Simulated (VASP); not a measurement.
## Pb: single point with PBEsol

The system is Pb.

```
Pb
1.0
     0.00000    2.28786    2.28786
     2.28786    0.00000    2.28786
     2.28786    2.28786    0.00000
Pb
1
Cartesian
  0.0000 0.0000 0.0000
```

- Program: VASP 6.6.1
- Task: single point
- Functional: PBEsol
- Potentials or basis: VASP PAW PBE potentials, release 64 (Pb_d)
- Cutoff: 500 eV
- k mesh: 16 × 16 × 16
- Occupations: gaussian, width 0.1 eV
- Spin: no spin polarisation

| Item | Value |
| --- | --- |
| Pressure | 18.6 GPa |
| Band gap on the k mesh | zero (band 7 reaches 19.43 eV, above the bottom of band 8 at 7.90 eV) |

Levels at points of the mesh, in eV from the Fermi level:
| k point | band 3 | band 4 | band 5 | band 6 | band 7 | band 8 | band 9 | band 10 | band 11 | band 12 |
| --- | --- | --- | --- | --- | --- | --- | --- | --- | --- | --- |
| (0.00, 0.00, 0.00) | -17.42 | -17.14 | -17.14 | -13.78 | 9.21 | 9.21 | 9.21 | 9.64 | 14.17 | 14.29 |
| (0.50, 0.00, 0.00) | -17.41 | -16.88 | -16.88 | -8.52 | -5.68 | 6.82 | 6.82 | 9.12 | 11.74 | 12.63 |
| (0.50, 0.50, 0.00) | -16.90 | -16.81 | -16.81 | -6.48 | -4.48 | 2.13 | 2.13 | 6.09 | 7.40 | 19.41 |

Wall time 13 s on 1 thread of Intel(R) Xeon(R) Platinum 8488C (Sapphire Rapids) (shared host), peak memory 0.16 GiB.

Caveat: the PAW data sets were made with another functional, which shifts forces and pressure a little; spin-orbit coupling is left out, which moves the levels of the heavy elements.
